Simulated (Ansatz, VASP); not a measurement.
# One calculation of PbS, two programs

The input INCAR:

```
PREC = Accurate
ENCUT = 520
EDIFF = 1E-6
ISMEAR = -1
SIGMA = 0.1
LREAL = False
LASPH = True
NELM = 60
ALGO = Normal
ISIF = 2
LWAVE = False
LCHARG = True
GGA = PE
LELF = True
LVHAR = True
NBANDS = 17
```

File KPOINTS:

```
regular mesh
0
Gamma
  14 14 14
```

File POSCAR:

```
PbS
1.0
    0.0000000000      2.6926243854      2.6926243854
    2.6926243854      0.0000000000      2.6926243854
    2.6926243854      2.6926243854      0.0000000000
Pb S
1 1
Direct
    0.0000000000      0.0000000000      0.0000000000
    0.5000000000      0.5000000000      0.5000000000
```

Input for Ansatz:

```yaml
crystal:
  lattice:
    - [0.0, 2.6926243854, 2.6926243854]
    - [2.6926243854, 0.0, 2.6926243854]
    - [2.6926243854, 2.6926243854, 0.0]
  atoms:
    - { symbol: Pb, position: [0.0, 0.0, 0.0] }
    - { symbol: S, position: [0.5, 0.5, 0.5] }
kpoints:
  mp_grid: { grid: [14, 14, 14] }
scf:
  occupations: { method: fermi_dirac, width: 0.1 }
hamiltonian:
  xc: pbe
  pseudopotentials: { kind: all_electron, lapw: { basis_error: 0.001 } }
output:
  forces: true
  stress: true
  eigenvalues: true
  populations: true
```

Change from the starting cell: volume scaled by 0.72, LAPW.

Alike in both runs: task single point; functional PBE; k mesh 14 × 14 × 14; occupations fermi-dirac, width 0.1 eV; no spin polarisation.

```csv
,VASP,Ansatz
version,VASP 6.6.1,Ansatz 0.2.0
potentials or method,"VASP PAW PBE potentials, release 64 (Pb_d, S), cutoff 520 eV","all-electron LAPW, scalar-relativistic"
```

|  | VASP | Ansatz | Ansatz less VASP |
| --- | --- | --- | --- |
| pressure (GPa) | 34.4 | 34.5 | +0.12 |

Both programs put the cell under a high pressure, so it lies far from rest at this level. Ansatz ran all-electron here, and VASP with PAW potentials.

Neither program's run includes spin-orbit coupling.
